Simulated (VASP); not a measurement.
# Tl (P6_3/mmc) in VASP: further runs, part 2 of 2

VASP 6.6.1. Earlier steps stand in the parts before.

## (4) Single point, PBE (strain -0.080 along x and y, +0.080 along z)

The input, INCAR:

```
PREC = Accurate
ENCUT = 520
EDIFF = 1E-7
ISMEAR = 0
SIGMA = 0.15
LREAL = False
LASPH = True
NELM = 80
ALGO = Fast
ISIF = 2
LWAVE = False
LCHARG = True
GGA = PE
LELF = True
LVHAR = True
NBANDS = 20
```

The input, KPOINTS:

```
Automatic mesh
0
Gamma
  18 18 10
```

The input, POSCAR:

```
Tl
1.0
    3.1795184880      0.0000000000      0.0000000000
   -1.5897592440      2.7535437824      0.0000000000
    0.0000000000      0.0000000000      5.9670000000
Tl
2
Direct
    0.3333333333      0.6666666667      0.2500000000
    0.6666666667      0.3333333333      0.7500000000
```

Potentials or basis: VASP PAW PBE potentials, release 64 (Tl_d).

The run is started by

```bash
$ cat potpaw_PBE.64/Tl_d/POTCAR > POTCAR
$ mpirun -np 1 vasp_std > vasp.out
```

OUTCAR:

```text
PREC = Accurate
   ENCUT = 520
   EDIFF = 1E-7
   ISMEAR = 0
   LREAL = False
   LASPH = True
   NELM = 80
   ISIF = 2
   GGA = PE

 ion  position               nearest neighbor table
   1  0.333  0.667  0.250-   2 3.50   2 3.50   2 3.50   2 3.50   2 3.50   2 3.50
   2  0.667  0.333  0.750-   1 3.50   1 3.50   1 3.50   1 3.50   1 3.50   1 3.50

  LATTYP: Found a hexagonal cell.
 ALAT       =     3.1795184880
 C/A-ratio  =     1.8766992620

  Lattice vectors:

 A1 = (   3.1795184880,   0.0000000000,   0.0000000000)
 A2 = (  -1.5897592440,   2.7535437824,   0.0000000000)
 A3 = (   0.0000000000,   0.0000000000,   5.9670000000)

Analysis of symmetry for initial positions (statically):
=====================================================================
 Subroutine PRICEL returns:
 Original cell was already a primitive cell.

 Routine SETGRP: Setting up the symmetry group for a
 hexagonal supercell.

 Subroutine GETGRP returns: Found 24 space group operations
 (whereof 12 operations were pure point group operations)
 out of a pool of 24 trial point group operations.

The static configuration has the point symmetry D_3d.
 The point group associated with its full space group is D_6h.

Analysis of symmetry for dynamics (positions and initial velocities):
=====================================================================
 Subroutine PRICEL returns:
 Original cell was already a primitive cell.

 Routine SETGRP: Setting up the symmetry group for a
 hexagonal supercell.

 Subroutine GETGRP returns: Found 24 space group operations
 (whereof 12 operations were pure point group operations)
 out of a pool of 24 trial point group operations.

The dynamic configuration has the point symmetry D_3d.
 The point group associated with its full space group is D_6h.

 Subroutine INISYM returns: Found 24 space group operations
 (whereof 12 operations are pure point group operations),
 and found     1 'primitive' translations

[... 108 lines left out ...]
   EFERMI =   0.00;   METHOD = LEGACY
   ISMEAR =     0;   SIGMA  =   0.15  broadening in eV -4-tet -1-fermi 0-gaus
   EFERMI_NEDOS =   21; number of points for ismear=-14 and -15
   IALGO  =     68    algorithm
   IMIX   =      4    mixing-type and parameters
     AMIX     =   0.40;   BMIX     =  1.00
     AMIX_MAG =   1.60;   BMIX_MAG =  1.00
  volume/ion in A,a.u.               =      26.12       176.27
  Fermi-wavevector in a.u.,A,eV,Ry     =   1.297367  2.451668 22.900795  1.683161
  Thomas-Fermi vector in A             =   2.428764
   LORBIT       =      0    0 simple, 1 ext, 2 COOP (PROOUT), +10 PAW based schemes
   GGA     = PE    functional components
   LHFCALC =     F    Hartree Fock is set to
   AEXX    =    0.0000 exact exchange contribution
   IVDW    =     0    specifies the selected vdW correction
   LEPSILON=     F    determine dielectric tensor
   LRPA    =     F    only Hartree local field effects (RPA)
 non-spin polarized calculation
 RMM-DIIS sequential band-by-band and
 Gauss-broadening in eV      SIGMA  =   0.15
  energy-cutoff  :      520.00
  volume of cell :       52.24
 maximum number of plane-waves:      1434
 NGX is ok and might be reduce to    24
   NGX = 11   NGY = 11   NGZ = 23

 number of electron      26.0000006 magnetization

 Free energy of the ion-electron system (eV)
  ---------------------------------------------------
  ext. energy  EPLUGINS =         0.00000000
  ---------------------------------------------------
  free energy    TOTEN  =        -4.11880110 eV

  energy without entropy =       -4.10844108  energy(sigma->0) =       -4.11362109

 E-fermi :   7.6212     XC(G=0): -10.6388

 val. band max:        7.6146588371   @ k =   0.2778   0.1111   0.2000
 cond. band min:       7.6241801344   @ k =   0.2778   0.1667   0.3000
 fundamental gap:      0.0095212973
 Fermi energy:         7.6211887545

 k-point     1 :       0.0000    0.0000    0.0000
  band No.  band energies     occupation
      1      -4.6181      2.00000
      2      -4.4501      2.00000
      3      -4.2027      2.00000
      4      -4.2027      2.00000
      5      -4.1680      2.00000
      6      -4.1680      2.00000
[... 541 lines left out ...]
     19      17.0858      0.00000
     20      19.6975      0.00000

 [... further k-points ...]
[... 5 lines left out ...]
  --------------------------------------------------------------------------------------
  -------------------------------------------------------------------------------------
  Total        3.7719932      3.7719932      1.1224683      0.0000000      0.0000000      0.0000000
  in kB      115.6836827    115.6836827     34.4251059      0.0000000      0.0000000      0.0000000
  external PRESSURE =      88.5974904 kB  Pullay stress =       0.0000000 kB

 VOLUME and BASIS-vectors are now :
 -----------------------------------------------------------------------------
  energy-cutoff  :      520.00
  volume of cell :       52.24
      direct lattice vectors                 reciprocal lattice vectors
     3.179518488  0.000000000  0.000000000     0.314513032  0.181584184  0.000000000
    -1.589759244  2.753543782  0.000000000     0.000000000  0.363168367  0.000000000
     0.000000000  0.000000000  5.967000000     0.000000000  0.000000000  0.167588403

 POSITION                                       TOTAL-FORCE (eV/Angst)
 -----------------------------------------------------------------------------------
     -0.00000      1.83570      1.49175        -0.000000     -0.000000      0.000000
      1.58976      0.91785      4.47525         0.000000      0.000000      0.000000
 -----------------------------------------------------------------------------------
    total drift:                                0.000000     -0.000000      0.000000

  FREE ENERGIE OF THE ION-ELECTRON SYSTEM (eV)
  ---------------------------------------------------
  free  energy   TOTEN  =        -4.1188010962 eV

  energy  without entropy=       -4.1084410790  energy(sigma->0) =       -4.11362109
```

Run time: 70 s. Hardware: 1 thread of Intel Xeon 6975P-C (Granite Rapids), shared host; peak memory 0.3 GiB.

Results:

* Free energy: -4.1188 eV
* Pressure: 8.9 GPa
* Band gap on the k mesh: zero (bands 13 and 14 overlap by 5.24 eV)

Stress tensor (GPa, compression positive):
```
11.57  0.00  0.00
 0.00 11.57  0.00
 0.00  0.00  3.44
```

Caveat: the cell differs from its parent crystal (strain -0.080 along x and y, +0.080 along z); the stress differs along the axes, from 3 to 12 GPa; spin-orbit coupling is left out, which moves the levels of the heavy elements.

## (5) Single point, PBE (strain +0.000 along x and y, -0.080 along z)

The input, INCAR:

```
SYSTEM = Tl
PREC     = Accurate       ! precision mode
ENCUT    = 520            ! plane-wave cutoff, eV
EDIFF    = 1E-6           ! SCF threshold, eV
ISMEAR   = 0              ! smearing method
SIGMA    = 0.15           ! smearing width, eV
LREAL    = .False.        ! projectors in reciprocal space
LASPH    = .True.         ! aspherical terms in the spheres
NELM     = 60             ! most SCF steps
ALGO     = Fast           ! electronic algorithm
ISIF     = 2              ! what is computed and relaxed
LWAVE    = .False.        ! write WAVECAR
LCHARG   = .True.         ! write CHGCAR
GGA      = PE             ! functional
LELF     = .True.         ! ELF
LVHAR    = .True.       
NBANDS   = 20             ! bands
```

The input, KPOINTS:

```
regular mesh
0
Gamma
  18 18 10
  0 0 0
```

The input, POSCAR:

```
Tl
1.0
    3.4559983565      0.0000000000      0.0000000000
   -1.7279991783      2.9929823722      0.0000000000
    0.0000000000      0.0000000000      5.0830000000
Tl
2
Direct
    0.3333333333      0.6666666667      0.2500000000
    0.6666666667      0.3333333333      0.7500000000
```

The run is started by

```bash
$ cat potpaw_PBE.64/Tl_d/POTCAR > POTCAR
$ mpirun -np 1 vasp_std > vasp.out
```

Run time: 79 s. Hardware: 1 thread of Intel Xeon 6975P-C (Granite Rapids), shared host; peak memory 0.31 GiB.

The run converged. Its results:

- Free energy: -4.2176 eV
- Pressure: 8.1 GPa
- Band gap on the k mesh: zero (bands 13 and 14 overlap by 7.60 eV)

Stress tensor (GPa, compression positive):
```
 7.01  0.00  0.00
 0.00  7.01  0.00
 0.00  0.00 10.18
```

Levels at points of the mesh, in eV from the Fermi level:
```
           k point  band 10  band 11  band 12  band 13  band 14  band 15  band 16  band 17
(0.00, 0.00, 0.00)   -11.13   -10.67    -4.17    -2.86     7.48     7.48     9.88     9.97
(0.50, 0.00, 0.00)   -11.02    -6.26    -5.13    -0.06     1.18     1.47     3.28     4.24
(0.00, 0.00, 0.50)   -11.26    -8.94    -8.94     5.02     5.02     8.69     8.69     8.69
(0.50, 0.00, 0.50)   -11.14    -4.87    -4.87    -2.58    -2.58     5.43     5.43     7.10
```

Caveat: the cell differs from its parent crystal (strain +0.000 along x and y, -0.080 along z); the cell stands under pressure; spin-orbit coupling is left out, which moves the levels of the heavy elements.

## (6) The runs side by side

| cell | further INCAR settings | gap on the mesh (eV) | pressure (GPa) |
| --- | --- | --- | --- |
| a = 3.180, b = 3.180, c = 5.746 Å, angles 90.0, 90.0, 120.0°, 2 atoms | ALGO = Fast; EDIFF = 1e-07; NBANDS = 20 | none | 11.1 |
| a = 3.318, b = 3.318, c = 5.304 Å, angles 90.0, 90.0, 120.0°, 2 atoms | ALGO = Fast; EDIFF = 1e-06; NBANDS = 20 | none | 10.3 |
| a = 3.180, b = 3.180, c = 5.967 Å, angles 90.0, 90.0, 120.0°, 2 atoms | ALGO = Fast; EDIFF = 1e-07; NBANDS = 20 | none | 8.9 |
| a = 3.456, b = 3.456, c = 5.083 Å, angles 90.0, 90.0, 120.0°, 2 atoms | ALGO = Fast; EDIFF = 1e-06; NBANDS = 20 | none | 8.1 |

Alike in all rows: task single point; level PBE; potentials or basis VASP PAW PBE potentials, release 64 (Tl_d); no spin polarisation; k mesh 18 × 18 × 10; cutoff (eV) 520; smearing gaussian 0.15 eV.

Caveats: spin-orbit coupling is left out, which moves the levels of the heavy elements; the cell stands under pressure (at least some runs); the stress differs along the axes, from 7 to 13 GPa (at least some runs); the stress differs along the axes, from 3 to 12 GPa (at least some runs).

Absolute energies hang on the potentials; compare differences alone.

The gap in the log of VASP goes by the Fermi energy; the results here count the filled bands.